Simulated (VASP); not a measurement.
# Al (C2/m) in VASP: single point with PBE

Aim: the single point of Al with PBE.

All numbers are computed with VASP 6.6.1; they aren't measurements. Logs are shortened: lines on timing, memory, paths and dates and some standing lists are left out, and cuts for length are marked.

**1. The cell of the first run**

The structure is monoclinic, space group C2/m (No. 12). The conventional cell has a = 4.810 Å, b = 2.838 Å, c = 2.996 Å, α = 90.00°, β = 126.24°, γ = 90.00°. Al (site symmetry 2/m) has 12 Al at 2.79 to 3.00 Å within 3.7 Å.

**2. Single point, PBE (strained)**

Input file INCAR:

```
ALGO = Normal ; EDIFF = 1E-6
ENCUT = 520 ; GGA = PE
ISIF = 2 ; ISMEAR = 0
LASPH = True ; LCHARG = False
LREAL = False ; LWAVE = False
NBANDS = 8 ; NELM = 80
PREC = Accurate ; SIGMA = 0.1
```

Input file KPOINTS:

```
k-points
0
Gamma
  16 16 16
```

Input file POSCAR:

```
Al
1.0
   -0.0275666076      2.0343022980      1.9128634980
    2.0906094216     -0.0838737312      1.9691706216
    2.0067356904      2.0067356904      0.0000000000
Al
1
Direct
    0.0000000000      0.0000000000      0.0000000000
```

Potentials or basis: VASP PAW PBE potentials, release 64 (Al).

Started as:

```bash
cat potpaw_PBE.64/Al/POTCAR > POTCAR
mpirun -np 1 vasp_std > vasp.out
```

OUTCAR:

```text
EDIFF = 1E-6
   ENCUT = 520
   GGA = PE
   ISIF = 2
   ISMEAR = 0
   LASPH = True
   LREAL = False
   NELM = 80
   PREC = Accurate

 ion  position               nearest neighbor table
   1  0.000  0.000  0.000-

  LATTYP: Found a base centered monoclinic cell.
 ALAT       =     4.8102800143
 B/A-ratio  =     0.5899766378
 C/A-ratio  =     0.6228498990
 COS(beta)  =    -0.5911316697

  Lattice vectors:

 A1 = (  -0.0275666076,   2.0343022980,   1.9128634980)
 A2 = (  -2.0343022980,   0.0275666076,   1.9128634980)
 A3 = (   2.1181760292,  -2.1181760292,   0.0563071236)

Analysis of symmetry for initial positions (statically):
=====================================================================
 Subroutine PRICEL returns:
 Original cell was already a primitive cell.

 Routine SETGRP: Setting up the symmetry group for a
 base centered monoclinic supercell.

 Subroutine GETGRP returns: Found  4 space group operations
 (whereof  4 operations were pure point group operations)
 out of a pool of  4 trial point group operations.

The static configuration has the point symmetry C_2h.

Analysis of symmetry for dynamics (positions and initial velocities):
=====================================================================
 Subroutine PRICEL returns:
 Original cell was already a primitive cell.

 Routine SETGRP: Setting up the symmetry group for a
 base centered monoclinic supercell.

 Subroutine GETGRP returns: Found  4 space group operations
 (whereof  4 operations were pure point group operations)
 out of a pool of  4 trial point group operations.

The dynamic configuration has the point symmetry C_2h.

 Subroutine INISYM returns: Found  4 space group operations
 (whereof  4 operations are pure point group operations),
 and found     1 'primitive' translations

----------------------------------------------------------------------------------------

                                     Primitive cell

  volume of cell :      16.4947

  direct lattice vectors                    reciprocal lattice vectors
    -0.027566608  2.034302298  1.912863498    -0.239568346  0.239568346  0.264546569
     2.090609422 -0.083873731  1.969170622     0.232718049 -0.232718049  0.250845975
     2.006735690  2.006735690  0.000000000     0.252586014  0.245735716 -0.257696272

  length of vectors
     2.792524399  2.873206483  2.837952829     0.429849825  0.413810444  0.436569702

  position of ions in fractional coordinates (direct lattice)
     0.000000000  0.000000000  0.000000000

  ion indices of the primitive-cell ions
   primitive index   ion index
                 1           1

----------------------------------------------------------------------------------------

 KPOINTS: k-points

Automatic generation of k-mesh.
 Grid dimensions read from file:
 generate k-points for:   16   16   16

 Generating k-lattice:

  Cartesian coordinates                     Fractional coordinates (reciprocal lattice)
    -0.014973022  0.014973022  0.016534161     0.062500000  0.000000000  0.000000000
     0.014544878 -0.014544878  0.015677873     0.000000000  0.062500000  0.000000000
     0.015786626  0.015358482 -0.016106017    -0.000000000 -0.000000000  0.062500000

  Length of vectors
     0.026865614  0.025863153  0.027285606

  Shift w.r.t. Gamma in fractional coordinates (k-lattice)
     0.000000000  0.000000000  0.000000000

 Subroutine IBZKPT returns following result:
 ===========================================

 Found   1098 irreducible k-points:

 Following reciprocal coordinates:
            Coordinates               Weight
  0.000000  0.000000  0.000000      1.000000
  0.062500  0.000000  0.000000      2.000000
  0.125000  0.000000  0.000000      2.000000
  0.187500 -0.000000  0.000000      2.000000
  0.250000  0.000000  0.000000      2.000000
  0.312500 -0.000000  0.000000      2.000000
[... 16 lines left out ...]
 -0.187500  0.062500  0.000000      2.000000
 -0.125000  0.062500  0.000000      2.000000
 [... further k-points ...]
   k-points           NKPTS =   1098   k-points in BZ     NKDIM =   1098   number of bands    NBANDS=      8
   number of dos      NEDOS =    301   number of ions     NIONS =      1
   total plane-waves  NPLWV =  13824
   dimension x,y,z NGX =    24 NGY =   24 NGZ =   24
   dimension x,y,z NGXF=    48 NGYF=   48 NGZF=   48
   ions per type =               1
   NGX,Y,Z   is equivalent  to a cutoff of  14.29, 13.89, 14.06 a.u.
   NGXF,Y,Z  is equivalent  to a cutoff of  28.58, 27.77, 28.12 a.u.
 SYSTEM =  unknown system
   PREC   = accura    normal or accurate (medium, high low for compatibility)
   ISTART =      0    job   : 0-new  1-cont  2-samecut
   ICHARG =      2    charge: 1-file 2-atom 10-const
   ISPIN  =      1    spin polarized calculation?
   LNONCOLLINEAR =      F non collinear calculations
   LSORBIT =      F    spin-orbit coupling
   LASPH  =      T    aspherical Exc in radial PAW
   ENCUT  =  520.0 eV  38.22 Ry    6.18 a.u.   5.19  5.34  5.28*2*pi/ulx,y,z
   NELM   =     80;   NELMIN=  2; NELMDL= -5     # of ELM steps
   EDIFF  = 0.1E-05   stopping-criterion for ELM
   LREAL  =      F    real-space projection
   EDIFFG = 0.1E-04   stopping-criterion for IOM
   NSW    =      0    number of steps for IOM
   IBRION =     -1    ionic relax: 0-MD 1-quasi-New 2-CG
   NFREE  =      0    steps in history (QN), initial steepest desc. (CG)
   ISIF   =      2    stress and relaxation
   ISYM   =      2    0-nonsym 1-usesym 2-fastsym
   POTIM  = 0.5000    time-step for ionic-motion
   TEBEG  =    0.0;   TEEND  =   0.0 temperature during run
   PSTRESS=    0.0 pullay stress
   NELECT =       3.0000    total number of electrons
   NUPDOWN=      -1.0000    fix difference up-down
   EMIN   =  10.00;   EMAX   =-10.00  energy-range for DOS
   EFERMI =   0.00;   METHOD = LEGACY
   ISMEAR =     0;   SIGMA  =   0.10  broadening in eV -4-tet -1-fermi 0-gaus
   EFERMI_NEDOS =   21; number of points for ismear=-14 and -15
   IALGO  =     38    algorithm
   IMIX   =      4    mixing-type and parameters
     AMIX     =   0.40;   BMIX     =  1.00
     AMIX_MAG =   1.60;   BMIX_MAG =  1.00
  volume/ion in A,a.u.               =      16.49       111.31
  Fermi-wavevector in a.u.,A,eV,Ry     =   0.927543  1.752801 11.705573  0.860335
  Thomas-Fermi vector in A             =   2.053624
   LORBIT       =      0    0 simple, 1 ext, 2 COOP (PROOUT), +10 PAW based schemes
   GGA     = PE    functional components
   LHFCALC =     F    Hartree Fock is set to
   AEXX    =    0.0000 exact exchange contribution
   IVDW    =     0    specifies the selected vdW correction
   LEPSILON=     F    determine dielectric tensor
   LRPA    =     F    only Hartree local field effects (RPA)
 non-spin polarized calculation
 Gauss-broadening in eV      SIGMA  =   0.10
  energy-cutoff  :      520.00
  volume of cell :       16.49
 maximum number of plane-waves:       458
 NGX is ok and might be reduce to    24
   NGX = 11   NGY = 11   NGZ = 11

 number of electron       3.0000000 magnetization

 Free energy of the ion-electron system (eV)
  ---------------------------------------------------
  ext. energy  EPLUGINS =         0.00000000
  ---------------------------------------------------
  free energy    TOTEN  =        -3.73470126 eV

  energy without entropy =       -3.73267121  energy(sigma->0) =       -3.73368624

 E-fermi :   7.9886     XC(G=0): -10.1959

 val. band max:        7.9820833001   @ k =  -0.1875   0.3750   0.1250
 cond. band min:       7.9998825390   @ k =  -0.2500   0.1250   0.3125
 fundamental gap:      0.0177992389
 Fermi energy:         7.9885733153

 k-point     1 :       0.0000    0.0000    0.0000
  band No.  band energies     occupation
      1      -3.1355      2.00000
      2      19.4013      0.00000
      3      20.6312      0.00000
      4      21.2812      0.00000
      5      21.2875      0.00000
      6      22.4168      0.00000
      7      23.0993      0.00000
      8      24.9405      0.00000

 k-point     2 :       0.0625    0.0000    0.0000
  band No.  band energies     occupation
      1      -3.0287      2.00000
      2      18.5959      0.00000
      3      19.8029      0.00000
      4      20.8708      0.00000
      5      21.2220      0.00000
      6      23.1549      0.00000
      7      23.6489      0.00000
      8      25.8244      0.00000

 k-point     3 :       0.1250    0.0000    0.0000
  band No.  band energies     occupation
      1      -2.7087      2.00000
      2      16.3484      0.00000
      3      19.1246      0.00000
      4      20.2076      0.00000
      5      21.9382      0.00000
      6      23.3038      0.00000
      7      24.2059      0.00000
      8      25.3349      0.00000

 k-point     4 :       0.1875   -0.0000    0.0000
  band No.  band energies     occupation
      1      -2.1771      2.00000
      2      13.8861      0.00000
      3      18.7861      0.00000
      4      19.6318      0.00000
      5      22.3229      0.00000
      6      23.2418      0.00000
      7      23.5580      0.00000
      8      25.0798      0.00000

 k-point     5 :       0.2500    0.0000    0.0000
  band No.  band energies     occupation
      1      -1.4362      2.00000
      2      11.5068      0.00000
      3      18.6307      0.00000
      4      19.2066      0.00000
      5      22.1518      0.00000
      6      22.2835      0.00000
      7      23.1168      0.00000
      8      25.4363      0.00000

 k-point     6 :       0.3125   -0.0000    0.0000
  band No.  band energies     occupation
      1      -0.4893      2.00000
      2       9.2664      0.00000
      3      18.6419      0.00000
      4      18.9471      0.00000
      5      21.1885      0.00000
      6      22.0017      0.00000
      7      22.3753      0.00000
      8      25.8335      0.00000

 k-point     7 :       0.3750   -0.0000    0.0000
  band No.  band energies     occupation
      1       0.6595      2.00000
      2       7.1870      2.00000
      3      18.8124      0.00000
      4      18.8561      0.00000
      5      20.3930      0.00000
      6      21.1287      0.00000
      7      22.4350      0.00000
      8      24.8552      0.00000

 k-point     8 :       0.4375   -0.0000    0.0000
  band No.  band energies     occupation
      1       2.0046      2.00000
      2       5.2815      2.00000
      3      18.9220      0.00000
      4      19.1301      0.00000
      5      19.7914      0.00000
      6      20.3502      0.00000
      7      22.7383      0.00000
      8      23.9650      0.00000

 k-point     9 :       0.5000    0.0000    0.0000
  band No.  band energies     occupation
      1       3.4243      2.00000
      2       3.6746      2.00000
      3      19.0327      0.00000
      4      19.4492      0.00000
      5      19.5016      0.00000
      6      19.8756      0.00000
      7      23.2022      0.00000
      8      23.3012      0.00000

 k-point    10 :       0.0000    0.0625    0.0000
  band No.  band energies     occupation
      1      -3.0366      2.00000
      2      17.5143      0.00000
      3      20.8932      0.00000
      4      20.9544      0.00000
      5      22.2190      0.00000
      6      22.8282      0.00000
      7      23.5176      0.00000
      8      25.3436      0.00000
[... 78 lines left out ...]
 k-point    18 :       0.5000    0.0625    0.0000
  band No.  band energies     occupation
      1       3.2229      2.00000
      2       4.0637      2.00000
      3      17.9679      0.00000
      4      18.1613      0.00000
      5      19.5721      0.00000
      6      20.7378      0.00000
      7      23.7924      0.00000
      8      24.5171      0.00000

 k-point    19 :      -0.4375    0.0625    0.0000
  band No.  band energies     occupation
      1       2.4514      2.00000
      2       4.9291      2.00000
      3      17.5063      0.00000
      4      18.3647      0.00000
      5      20.0254      0.00000
      6      20.4340      0.00000
      7      23.4239      0.00000
      8      25.3264      0.00000

 k-point    20 :      -0.3750    0.0625    0.0000
  band No.  band energies     occupation
      1       1.0607      2.00000
      2       6.7859      2.00000
      3      17.0162      0.00000
      4      18.9243      0.00000
      5      20.3243      0.00000
      6      20.6701      0.00000
      7      23.2136      0.00000
      8      26.3126      0.00000

 k-point    21 :      -0.3125    0.0625    0.0000
  band No.  band energies     occupation
      1      -0.1361      2.00000
      2       8.8169      0.00000
      3      16.7070      0.00000
      4      19.5997      0.00000
      5      20.4516      0.00000
      6      21.4868      0.00000
      7      23.1768      0.00000
      8      27.4349      0.00000

 k-point    22 :      -0.2500    0.0625    0.0000
  band No.  band energies     occupation
      1      -1.1323      2.00000
      2      11.0039      0.00000
      3      16.5897      0.00000
      4      20.2127      0.00000
      5      20.9816      0.00000
      6      22.4455      0.00000
      7      23.3070      0.00000
      8      27.3093      0.00000

 k-point    23 :      -0.1875    0.0625    0.0000
  band No.  band energies     occupation
      1      -1.9234      2.00000
      2      13.3072      0.00000
      3      16.6906      0.00000
      4      20.7021      0.00000
      5      21.9373      0.00000
      6      23.3530      0.00000
      7      23.6922      0.00000
      8      25.8496      0.00000

 k-point    24 :      -0.1250    0.0625    0.0000
  band No.  band energies     occupation
      1      -2.5061      2.00000
      2      15.5372      0.00000
      3      17.1700      0.00000
      4      21.2120      0.00000
      5      22.9791      0.00000
      6      23.7015      0.00000
      7      24.0943      0.00000
      8      24.5625      0.00000

 [... further k-points ...]
[... 5 lines left out ...]
  --------------------------------------------------------------------------------------
  -------------------------------------------------------------------------------------
  Total       -0.0372520     -0.0372520      0.2519627      0.1134022      0.1446737     -0.1446737
  in kB       -3.6183960     -3.6183960     24.4738791     11.0150899     14.0525768    -14.0525768
  external PRESSURE =       5.7456957 kB  Pullay stress =       0.0000000 kB

 VOLUME and BASIS-vectors are now :
 -----------------------------------------------------------------------------
  energy-cutoff  :      520.00
  volume of cell :       16.49
      direct lattice vectors                 reciprocal lattice vectors
    -0.027566608  2.034302298  1.912863498    -0.239568346  0.239568346  0.264546569
     2.090609422 -0.083873731  1.969170622     0.232718049 -0.232718049  0.250845975
     2.006735690  2.006735690  0.000000000     0.252586014  0.245735716 -0.257696272

 POSITION                                       TOTAL-FORCE (eV/Angst)
 -----------------------------------------------------------------------------------
      0.00000      0.00000      0.00000         0.000000      0.000000      0.000000
 -----------------------------------------------------------------------------------
    total drift:                               -0.000000     -0.000000     -0.000000

  FREE ENERGIE OF THE ION-ELECTRON SYSTEM (eV)
  ---------------------------------------------------
  free  energy   TOTEN  =        -3.7347012620 eV

  energy  without entropy=       -3.7326712136  energy(sigma->0) =       -3.73368624
```

It took 91 s on 1 thread of Intel Xeon Platinum 8259CL at 2.50GHz (Skylake/Cascade Lake), shared host; peak memory 0.23 GiB.

What came out:

```yaml
Free_energy: -3.7347 eV
Pressure: 0.6 GPa
```

Stress tensor (GPa, compression positive):
```
-0.36  1.10 -1.41
 1.10 -0.36  1.41
-1.41  1.41  2.45
```

Caveat: the cell differs from its parent crystal (strained).
